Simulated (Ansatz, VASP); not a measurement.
## BiC3N3: VASP beside Ansatz

INCAR

```
  PREC = Accurate
  ENCUT = 520
  EDIFF = 1E-6
  ISMEAR = 0
  SIGMA = 0.01
  LREAL = F
  LASPH = T
  NELM = 60
  ALGO = Normal
  ISIF = 2
  LWAVE = F
  LCHARG = T
  GGA = PE
  LELF = T
  LVHAR = T
  NBANDS = 30
```

File KPOINTS:

```
regular mesh
0
Gamma
  1 1 1
```

The input POSCAR:

```
BiC3N3
1.0
   13.3500000000      0.0000000000      0.0000000000
    0.0000000000     14.0200000000      0.0000000000
    0.0000000000      0.0000000000     10.7600000000
Bi C N
1 3 3
Direct
    0.4457116100      0.5001348100      0.5820994400
    0.5851603000      0.5001348100      0.4674247200
    0.3759872700      0.6151298100      0.4674247200
    0.3759865200      0.3851405100      0.4674247200
    0.6629767800      0.5001348100      0.4182156100
    0.3370794000      0.6793002900      0.4182156100
    0.3370786500      0.3209700400      0.4182156100
```

Input for Ansatz:

```yaml
crystal:
  lattice:
    - [13.35, 0.0, 0.0]
    - [0.0, 14.02, 0.0]
    - [0.0, 0.0, 10.76]
  atoms:
    - { symbol: Bi, position: [0.44571161, 0.50013481, 0.58209944] }
    - { symbol: C, position: [0.5851603, 0.50013481, 0.46742472] }
    - { symbol: "N", position: [0.66297678, 0.50013481, 0.41821561] }
    - { symbol: C, position: [0.37598727, 0.61512981, 0.46742472] }
    - { symbol: "N", position: [0.3370794, 0.67930029, 0.41821561] }
    - { symbol: C, position: [0.37598652, 0.38514051, 0.46742472] }
    - { symbol: "N", position: [0.33707865, 0.32097004, 0.41821561] }
basis:
  ecutwfc: 420
  ecutrho_ratio: 4
kpoints:
  mp_grid: { grid: [1, 1, 1] }
hamiltonian:
  xc: pbe
scf:
  occupations: { method: gaussian, width: 0.01 }
output:
  forces: true
  eigenvalues: true
  populations: true
```

Alike in both runs: task single point; functional PBE; k mesh 1 × 1 × 1; occupations gaussian, width 0.01 eV; no spin polarisation.

|  | VASP | Ansatz |
| --- | --- | --- |
| version | VASP 6.6.1 | Ansatz 0.2.0 |
| potentials or method | VASP PAW PBE potentials, release 64 (Bi_d, C, N), cutoff 520 eV | scalar-relativistic, plane waves, PAW |
| valence electrons in the cell | 42 | 42 |

VASP gave:

| Quantity | Value |
| --- | --- |
| gap on the k mesh at the Fermi level (eV) | 4.96 |
| rms of the force components (eV/Å) | 0.208 |

Task: What did Ansatz give for the same quantities?

Result: gap on the k mesh at the Fermi level (eV): 4.97; rms of the force components (eV/Å): 0.025.

One of these differences is far larger than is usual between the two programs; its cause wasn't traced. Ansatz's warnings: structure snapped to symmetry.

Spin-orbit coupling is off throughout. Noted on VASP's run: the standard files for N, O and F lose accuracy on very short bonds.
